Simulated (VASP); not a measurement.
# Cu5Ni (P-3m1) in VASP: relaxation of shape and atoms at fixed volume with PBE

Aim: the relaxation of shape and atoms at fixed volume of Cu5Ni with PBE.

Program: VASP 6.6.1. These are calculated values, not measurements. Logs are shortened: lines on timing, memory, paths and dates and some standing lists are left out, and cuts for length are marked.

## 1. The cell of the first run

The structure is trigonal, space group P-3m1 (No. 164). The conventional cell has a = 2.524 Å, b = 2.524 Å, c = 12.369 Å, α = 90.00°, β = 90.00°, γ = 120.00°. Within 3.3 Å of Cu (site symmetry 3m) lie 3 Ni at 2.50 Å and 9 Cu at 2.52 to 2.54 Å. Within 3.3 Å of Cu (site symmetry 3m) lie 12 Cu at 2.52 to 2.54 Å. Cu (site symmetry -3m) has 12 Cu at 2.52 to 2.54 Å within 3.3 Å. Ni (site symmetry -3m) has 6 Cu at 2.50 Å and 6 Ni at 2.52 Å within 3.3 Å.

## 2. Relaxation of shape and atoms at fixed volume, PBE (11.37 Å³/atom)

File INCAR:

```
SYSTEM = Cu5Ni
PREC = Accurate ; ENCUT = 600
EDIFF = 1E-7 ; ISMEAR = 0
SIGMA = 0.1 ; LREAL = .FALSE.
LASPH = .TRUE. ; NELM = 120
ALGO = Normal ; ISIF = 4
LWAVE = .FALSE. ; LCHARG = .FALSE.
GGA = PE ; IBRION = 2
NSW = 50 ; EDIFFG = -0.01
GGA_COMPAT = .FALSE. ; NELMIN = 4
```

File KPOINTS:

```
regular mesh
0
G
  18 18 4
  0 0 0
```

File POSCAR:

```
Cu5Ni
1.0
    2.5239251853      0.0000000000      0.0000000000
   -1.2619625927      2.1857833277      0.0000000000
    0.0000000000      0.0000000000     12.3694669305
Cu Ni
5 1
Direct
    0.3333333333      0.6666666667      0.8362112949
    0.6666666667      0.3333333333      0.6680890571
    0.0000000000      0.0000000000      0.5000000000
    0.3333333333      0.6666666667      0.3319109429
    0.6666666667      0.3333333333      0.1637887051
    0.0000000000      0.0000000000      0.0000000000
```

Potentials or basis: VASP PAW PBE potentials, release 64 (Cu, Ni).

Run with:

```console
cat potpaw_PBE.64/Cu/POTCAR potpaw_PBE.64/Ni/POTCAR > POTCAR
mpirun -np 1 vasp_std > vasp.out
```

OUTCAR:

```text
SYSTEM = Cu5Ni
   PREC = Accurate
   ENCUT = 600
   EDIFF = 1E-7
   ISMEAR = 0
   LREAL = .FALSE.
   LASPH = .TRUE.
   NELM = 120
   ISIF = 4
   GGA = PE
   IBRION = 2
   NSW = 50
   EDIFFG = -0.01
   NELMIN = 4

 ion  position               nearest neighbor table
   1  0.333  0.667  0.836-   6 2.50   6 2.50   6 2.50   2 2.54   2 2.54   2 2.54
   2  0.667  0.333  0.668-   3 2.54   3 2.54   3 2.54   1 2.54   1 2.54   1 2.54
   3  0.000  0.000  0.500-   2 2.54   4 2.54   2 2.54   4 2.54   2 2.54   4 2.54
   4  0.333  0.667  0.332-   3 2.54   3 2.54   3 2.54   5 2.54   5 2.54   5 2.54
   5  0.667  0.333  0.164-   6 2.50   6 2.50   6 2.50   4 2.54   4 2.54   4 2.54
   6  0.000  0.000  0.000-   1 2.50   5 2.50   5 2.50   1 2.50   5 2.50   1 2.50

  LATTYP: Found a hexagonal cell.
 ALAT       =     2.5239251853
 C/A-ratio  =     4.9008849401

  Lattice vectors:

 A1 = (   2.5239251853,   0.0000000000,   0.0000000000)
 A2 = (  -1.2619625927,   2.1857833277,   0.0000000000)
 A3 = (   0.0000000000,   0.0000000000,  12.3694669305)

Analysis of symmetry for initial positions (statically):
=====================================================================
 Subroutine PRICEL returns:
 Original cell was already a primitive cell.

 Routine SETGRP: Setting up the symmetry group for a
 hexagonal supercell.

 Subroutine GETGRP returns: Found 12 space group operations
 (whereof 12 operations were pure point group operations)
 out of a pool of 24 trial point group operations.

The static configuration has the point symmetry D_3d.

Analysis of symmetry for dynamics (positions and initial velocities):
=====================================================================
 Subroutine PRICEL returns:
 Original cell was already a primitive cell.

 Routine SETGRP: Setting up the symmetry group for a
 hexagonal supercell.

 Subroutine GETGRP returns: Found 12 space group operations
 (whereof 12 operations were pure point group operations)
 out of a pool of 24 trial point group operations.

The dynamic configuration has the point symmetry D_3d.

 Subroutine INISYM returns: Found 12 space group operations
 (whereof 12 operations are pure point group operations),
 and found     1 'primitive' translations

----------------------------------------------------------------------------------------

                                     Primitive cell

  volume of cell :      68.2393

  direct lattice vectors                    reciprocal lattice vectors
     2.523925185  0.000000000  0.000000000     0.396208258  0.228750944  0.000000000
    -1.261962593  2.185783328  0.000000000     0.000000000  0.457501888  0.000000000
     0.000000000  0.000000000 12.369466930     0.000000000  0.000000000  0.080844228

  length of vectors
     2.523925185  2.523925185 12.369466930     0.457501888  0.457501888  0.080844228

  position of ions in fractional coordinates (direct lattice)
     0.333333333  0.666666667  0.836211295
     0.666666667  0.333333333  0.668089057
     0.000000000  0.000000000  0.500000000
     0.333333333  0.666666667  0.331910943
     0.666666667  0.333333333  0.163788705
     0.000000000  0.000000000  0.000000000

  ion indices of the primitive-cell ions
   primitive index   ion index
                 1           1
                 2           2
                 3           3
                 4           4
                 5           5
                 6           6

----------------------------------------------------------------------------------------

 KPOINTS: regular mesh

Automatic generation of k-mesh.
 Grid dimensions read from file:
 generate k-points for:   18   18    4

 Generating k-lattice:

  Cartesian coordinates                     Fractional coordinates (reciprocal lattice)
     0.022011570  0.012708386  0.000000000     0.055555556  0.000000000  0.000000000
     0.000000000  0.025416772  0.000000000     0.000000000  0.055555556  0.000000000
     0.000000000  0.000000000  0.020211057     0.000000000  0.000000000  0.250000000

  Length of vectors
     0.025416772  0.025416772  0.020211057

  Shift w.r.t. Gamma in fractional coordinates (k-lattice)
     0.000000000  0.000000000  0.000000000

 Subroutine IBZKPT returns following result:
 ===========================================

 Found    138 irreducible k-points:

 Following reciprocal coordinates:
            Coordinates               Weight
  0.000000  0.000000  0.000000      1.000000
  0.055556 -0.000000  0.000000      6.000000
  0.111111 -0.000000  0.000000      6.000000
  0.166667  0.000000  0.000000      6.000000
  0.222222 -0.000000  0.000000      6.000000
  0.277778  0.000000  0.000000      6.000000
[... 16 lines left out ...]
  0.333333  0.111111  0.000000     12.000000
  0.388889  0.111111  0.000000     12.000000
 [... further k-points ...]
   k-points           NKPTS =    138   k-points in BZ     NKDIM =    138   number of bands    NBANDS=     39
   number of dos      NEDOS =    301   number of ions     NIONS =      6
   total plane-waves  NPLWV =  40000
   dimension x,y,z NGX =    20 NGY =   20 NGZ =  100
   dimension x,y,z NGXF=    40 NGYF=   40 NGZF=  200
   ions per type =               5   1
   NGX,Y,Z   is equivalent  to a cutoff of  13.17, 13.17, 13.44 a.u.
   NGXF,Y,Z  is equivalent  to a cutoff of  26.35, 26.35, 26.88 a.u.
 SYSTEM =  Cu5Ni
   PREC   = accura    normal or accurate (medium, high low for compatibility)
   ISTART =      0    job   : 0-new  1-cont  2-samecut
   ICHARG =      2    charge: 1-file 2-atom 10-const
   ISPIN  =      1    spin polarized calculation?
   LNONCOLLINEAR =      F non collinear calculations
   LSORBIT =      F    spin-orbit coupling
   LASPH  =      T    aspherical Exc in radial PAW
   ENCUT  =  600.0 eV  44.10 Ry    6.64 a.u.   5.04  5.04 24.70*2*pi/ulx,y,z
   NELM   =    120;   NELMIN=  4; NELMDL= -5     # of ELM steps
   EDIFF  = 0.1E-06   stopping-criterion for ELM
   LREAL  =      F    real-space projection
   EDIFFG = -.1E-01   stopping-criterion for IOM
   NSW    =     50    number of steps for IOM
   IBRION =      2    ionic relax: 0-MD 1-quasi-New 2-CG
   NFREE  =      1    steps in history (QN), initial steepest desc. (CG)
   ISIF   =      4    stress and relaxation
   ISYM   =      2    0-nonsym 1-usesym 2-fastsym
   POTIM  = 0.5000    time-step for ionic-motion
   TEBEG  =    0.0;   TEEND  =   0.0 temperature during run
   PSTRESS=    0.0 pullay stress
   NELECT =      65.0000    total number of electrons
   NUPDOWN=      -1.0000    fix difference up-down
   EMIN   =  10.00;   EMAX   =-10.00  energy-range for DOS
   EFERMI =   0.00;   METHOD = LEGACY
   ISMEAR =     0;   SIGMA  =   0.10  broadening in eV -4-tet -1-fermi 0-gaus
   EFERMI_NEDOS =   21; number of points for ismear=-14 and -15
   IALGO  =     38    algorithm
   IMIX   =      4    mixing-type and parameters
     AMIX     =   0.40;   BMIX     =  1.00
     AMIX_MAG =   1.60;   BMIX_MAG =  1.00
  volume/ion in A,a.u.               =      11.37        76.75
  Fermi-wavevector in a.u.,A,eV,Ry     =   1.610773  3.043920 35.301549  2.594591
  Thomas-Fermi vector in A             =   2.706270
   LORBIT       =      0    0 simple, 1 ext, 2 COOP (PROOUT), +10 PAW based schemes
   GGA     = PE    functional components
   LHFCALC =     F    Hartree Fock is set to
   AEXX    =    0.0000 exact exchange contribution
   IVDW    =     0    specifies the selected vdW correction
   LEPSILON=     F    determine dielectric tensor
   LRPA    =     F    only Hartree local field effects (RPA)
 conjugate gradient relaxation of ions
 non-spin polarized calculation
 Gauss-broadening in eV      SIGMA  =   0.10
  energy-cutoff  :      600.00
  volume of cell :       68.24
 maximum number of plane-waves:      2306
   NGX = 11   NGY = 11   NGZ = 49

--------------------------------------- Ionic step        1  -------------------------------------------

 number of electron      64.9999978 magnetization

 Free energy of the ion-electron system (eV)
  ---------------------------------------------------
  ext. energy  EPLUGINS =         0.00000000
  ---------------------------------------------------
  free energy    TOTEN  =       -24.06228537 eV

  energy without entropy =      -24.04841876  energy(sigma->0) =      -24.05535206

------------------------ aborting loop because EDIFF is reached ----------------------------------------

  FORCE on cell =-STRESS in cart. coord.  units (eV):
  Direction    XX          YY          ZZ          XY          YZ          ZX
  --------------------------------------------------------------------------------------
  -------------------------------------------------------------------------------------
  Total        2.3466012      2.3466012      2.3215305     -0.0000000      0.0000000     -0.0000000
  in kB       55.0953956     55.0953956     54.5067656     -0.0000000      0.0000000     -0.0000000
  external PRESSURE =      54.8991856 kB  Pullay stress =       0.0000000 kB

 VOLUME and BASIS-vectors are now :
 -----------------------------------------------------------------------------
  energy-cutoff  :      600.00
  volume of cell :       68.24
      direct lattice vectors                 reciprocal lattice vectors
     2.523925185  0.000000000  0.000000000     0.396208258  0.228750944  0.000000000
    -1.261962593  2.185783328  0.000000000     0.000000000  0.457501888  0.000000000
     0.000000000  0.000000000 12.369466930     0.000000000  0.000000000  0.080844228

 POSITION                                       TOTAL-FORCE (eV/Angst)
 -----------------------------------------------------------------------------------
     -0.00000      1.45719     10.34349         0.000000     -0.000000     -0.016962
      1.26196      0.72859      8.26391        -0.000000      0.000000     -0.000110
      0.00000      0.00000      6.18473         0.000000      0.000000      0.000000
     -0.00000      1.45719      4.10556         0.000000     -0.000000      0.000110
      1.26196      0.72859      2.02598        -0.000000      0.000000      0.016962
      0.00000      0.00000      0.00000         0.000000      0.000000      0.000000
 -----------------------------------------------------------------------------------
    total drift:                                0.000000     -0.000000      0.000000

  FREE ENERGIE OF THE ION-ELECTRON SYSTEM (eV)
  ---------------------------------------------------
  free  energy   TOTEN  =       -24.0622853690 eV

  energy  without entropy=      -24.0484187604  energy(sigma->0) =      -24.05535206

--------------------------------------- Ionic step        2  -------------------------------------------

 number of electron      64.9999979 magnetization

 Free energy of the ion-electron system (eV)
  ---------------------------------------------------
  ext. energy  EPLUGINS =         0.00000000
  ---------------------------------------------------
  free energy    TOTEN  =       -24.06230889 eV

  energy without entropy =      -24.04847478  energy(sigma->0) =      -24.05539184

 E-fermi :   8.0845     XC(G=0): -12.9511

 val. band max:        8.0831503244   @ k =   0.2778   0.1111   0.5000
 cond. band min:       8.0971391733   @ k =   0.0556   0.0556   0.5000
 fundamental gap:      0.0139888488
 Fermi energy:         8.0845264378

 k-point     1 :       0.0000    0.0000    0.0000
  band No.  band energies     occupation
      1      -1.3478      2.00000
      2      -0.4097      2.00000
      3      -0.1786      2.00000
      4       2.0247      2.00000
      5       2.2032      2.00000
      6       3.0751      2.00000
[... 31 lines left out ...]
     38      17.0976      0.00000
     39      17.4727      0.00000
[... 964 lines left out ...]
     38      13.3053      0.00000
     39      15.4850      0.00000

 [... further k-points ...]

------------------------ aborting loop because EDIFF is reached ----------------------------------------

  FORCE on cell =-STRESS in cart. coord.  units (eV):
  Direction    XX          YY          ZZ          XY          YZ          ZX
  --------------------------------------------------------------------------------------
  -------------------------------------------------------------------------------------
  Total        2.3329007      2.3329007      2.3228972     -0.0000000      0.0000000     -0.0000000
  in kB       54.7737239     54.7737239     54.5388537     -0.0000000      0.0000000     -0.0000000
  external PRESSURE =      54.6954339 kB  Pullay stress =       0.0000000 kB

 VOLUME and BASIS-vectors are now :
 -----------------------------------------------------------------------------
  energy-cutoff  :      600.00
  volume of cell :       68.24
      direct lattice vectors                 reciprocal lattice vectors
     2.524094787 -0.000000000 -0.000000000     0.396181635  0.228735574  0.000000000
    -1.262047394  2.185930207  0.000000000     0.000000000  0.457471147  0.000000000
    -0.000000000  0.000000000 12.367804699     0.000000000 -0.000000000  0.080855093

 POSITION                                       TOTAL-FORCE (eV/Angst)
 -----------------------------------------------------------------------------------
     -0.00000      1.45729     10.34128         0.000000      0.000000     -0.009206
      1.26205      0.72864      8.26279         0.000000      0.000000     -0.003482
     -0.00000     -0.00000      6.18390        -0.000000      0.000000     -0.000000
     -0.00000      1.45729      4.10502        -0.000000     -0.000000      0.003482
      1.26205      0.72864      2.02652        -0.000000      0.000000      0.009206
      0.00000     -0.00000     -0.00000        -0.000000      0.000000     -0.000000
 -----------------------------------------------------------------------------------
    total drift:                                0.000000      0.000000      0.000000

  FREE ENERGIE OF THE ION-ELECTRON SYSTEM (eV)
  ---------------------------------------------------
  free  energy   TOTEN  =       -24.0623088893 eV

  energy  without entropy=      -24.0484747825  energy(sigma->0) =      -24.05539184

 reached required accuracy - stopping structural energy minimisation
```

Run time: 16 min. Hardware: 1 thread of Oxide Virtual Turin-like, shared host; peak memory 0.43 GiB.

Results:

| Quantity | Value |
| --- | --- |
| Free energy | -24.0623 eV |
| Energy gained by relaxing | 0.0 meV/atom |
| Ionic steps | 2 |
| Pressure after relaxing | 5.5 GPa |
| Largest force after relaxing | 0.009 eV/Å |
| Band gap on the k mesh | zero (an odd number of electrons rules out a gap without spin polarisation) |

Forces in eV/Å, atoms in the order of the input:
```
Cu   0.000  0.000 -0.009
Cu   0.000  0.000 -0.003
Cu   0.000  0.000  0.000
Cu   0.000  0.000  0.003
Cu   0.000  0.000  0.009
Ni   0.000  0.000  0.000
```

Final structure:
```
Cu Ni
1.0
     2.52409    0.00000    0.00000
    -1.26205    2.18593    0.00000
     0.00000    0.00000   12.36780
Cu Ni
5 1
Cartesian
  0.0000 1.4573 10.3413
  1.2620 0.7286 8.2628
  0.0000 0.0000 6.1839
  0.0000 1.4573 4.1050
  1.2620 0.7286 2.0265
  0.0000 0.0000 0.0000
```

Spin polarisation is off, so any magnetic state and its effect on volume and gap are missing.
